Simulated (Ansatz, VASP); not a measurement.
# Two plane-wave programs on Si3P4

```
CELL_PARAMETERS angstrom
-3.98281 3.98281 3.98281
3.98281 -3.98281 3.98281
3.98281 3.98281 -3.98281
ATOMIC_POSITIONS crystal
Si 0.25000 0.12500 0.87500
Si 0.87500 0.25000 0.12500
Si 0.75000 0.37500 0.62500
Si 0.62500 0.75000 0.37500
Si 0.12500 0.87500 0.25000
Si 0.37500 0.62500 0.75000
P 0.55520 0.55520 0.55520
P 0.44480 0.50000 0.00000
P 0.50000 0.00000 0.94480
P 0.00000 0.44480 0.50000
P 0.94480 0.50000 0.00000
P 0.05520 0.05520 0.05520
P 0.00000 0.94480 0.50000
P 0.50000 0.00000 0.44480
```

Alike in both runs: task relaxation of cell and atoms; functional PBE; k mesh 4 × 4 × 4; occupations gaussian, width 0.1 eV; no spin polarisation.

|  | VASP | Ansatz |
| --- | --- | --- |
| version | VASP 6.6.1 | Ansatz 0.2.0 |
| potentials or method | VASP PAW PBE potentials, release 64 (Si, P), cutoff 600 eV | scalar-relativistic, plane waves, PAW |
| valence electrons in the cell | 64 | 64 |

Ansatz gave:

* gap on the k mesh at the Fermi level, each at its own relaxed structure (eV): none
* relaxed volume (Å³/atom): 18.95
* relaxed length of the cell vector where the two differ most in proportion (Å): 7.012

Q: Estimate VASP's values.

A: gap on the k mesh at the Fermi level, each at its own relaxed structure (eV): none; relaxed volume (Å³/atom): 18.80; relaxed length of the cell vector where the two differ most in proportion (Å): 6.993.

A gap of «none» marks a metal or a gap that the smearing closes.
